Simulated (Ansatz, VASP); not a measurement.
Ru3C in VASP and in Ansatz

```xyz
8
Lattice="6.7067 0.0000 0.0000 -3.3534 5.8082 0.0000 0.0000 0.0000 2.6710" Properties=species:S:1:pos:R:3 pbc="T T T"
Ru    3.3534    3.5671    0.6677
Ru   -1.4125    4.6876    2.0032
Ru    1.9409    1.1206    0.6677
Ru    0.0000    2.2411    2.0032
Ru    4.7659    1.1206    0.6677
Ru    1.4125    4.6876    2.0032
C     0.0000    3.8721    0.6677
C     3.3534    1.9361    2.0032
```

Alike in both runs: functional PBE; k mesh 6 × 6 × 4; occupations gaussian, width 0.1 eV; no spin polarisation.

Ansatz relaxed the structure, and its values are those at the end. VASP's run is a single point on that final structure, the one shown.

```csv
,VASP,Ansatz
version,VASP 6.6.1,Ansatz 0.2.0
potentials or method,"VASP PAW PBE potentials, release 64 (Ru_pv, C), cutoff 520 eV","scalar-relativistic, plane waves, PAW"
valence electrons in the cell,92,104
```

```csv
,VASP,Ansatz,Ansatz less VASP
gap on the k mesh at the Fermi level (eV),none,none,-
pressure (GPa),-0.1,-0.1,-0.06
rms of the force components (eV/Å),0.003,0.011,+0.0085
```

A gap of «none» marks a metal or a gap that the smearing closes. VASP's potentials hold 92 valence electrons a cell and Ansatz's 104, so a difference there can come from the potentials and not from the codes.

The k mesh is coarse, so the values compare programs but aren't converged.
